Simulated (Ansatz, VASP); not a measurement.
Ba in VASP and in Ansatz

```
Ba
1.0
     4.42653    0.00000    0.00000
    -1.47551    4.17337    0.00000
    -1.47551   -2.08669    3.61425
Ba
1
Direct
  0.00000 0.00000 0.00000
```

Alike in both runs: task single point; functional PBE; k mesh 8 × 8 × 8; occupations tetrahedron; no spin polarisation.

```csv
,VASP,Ansatz
version,VASP 6.6.1,Ansatz 0.2.0
potentials or method,"VASP PAW PBE potentials, release 64 (Ba_sv)",Ansatz PAW
plane-wave cutoff (eV),520,420
valence electrons in the cell,10,10
```

|  | VASP | Ansatz | Ansatz less VASP |
| --- | --- | --- | --- |
| gap on the k mesh at the Fermi level (eV) | none | none | - |
| pressure (GPa) | -0.3 | -0.4 | -0.05 |

A gap of «none» marks a metal or a gap that the smearing closes.

Spin-orbit coupling is off throughout.
